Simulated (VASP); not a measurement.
## Zn2CdSe3: single point with PBE

The system is Zn2CdSe3.

```
Zn Cd Se
1.0
     4.14846    0.00000    0.00000
    -2.07423    3.59267    0.00000
     0.00000    0.00000   20.57005
Zn Cd Se
4 2 6
Direct
  0.33333 0.66667 0.99768
  0.33333 0.66667 0.33870
  0.66667 0.33333 0.49768
  0.66667 0.33333 0.83870
  0.33333 0.66667 0.67054
  0.66667 0.33333 0.17054
  0.33333 0.66667 0.11815
  0.33333 0.66667 0.45966
  0.33333 0.66667 0.80026
  0.66667 0.33333 0.30026
  0.66667 0.33333 0.61815
  0.66667 0.33333 0.95966
```

- Program: VASP 6.6.1
- Task: single point
- Functional: PBE
- Potentials or basis: VASP PAW PBE potentials, release 64 (Zn, Cd, Se)
- Cutoff: 520 eV
- k mesh: 6 × 6 × 2
- Occupations: gaussian, width 0.02 eV
- Spin: no spin polarisation
- Dipole correction: no
- k mesh for the DOS: 9 × 9 × 3
- Occupations for the DOS: tetrahedron
- Further INCAR settings: ALGO = Normal; EDIFF = 1e-06

* Valence electrons inside the program's atomic spheres: Zn 10.69; Cd 10.32; Se 3.87, 3.85 (each value once)

Levels at points of the mesh, in eV from the valence-band top:
| k point | band 52 | band 53 | band 54 | band 55 | band 56 | band 57 |
| --- | --- | --- | --- | --- | --- | --- |
| (0.00, 0.00, 0.00) | -0.08 | 0.00 | 0.00 | 0.73 | 1.87 | 2.01 |

Wall time 7.1 min on 1 thread of AMD EPYC 9R45 96-Core Processor (Zen 5), with other jobs on the host, peak memory 0.6 GiB.
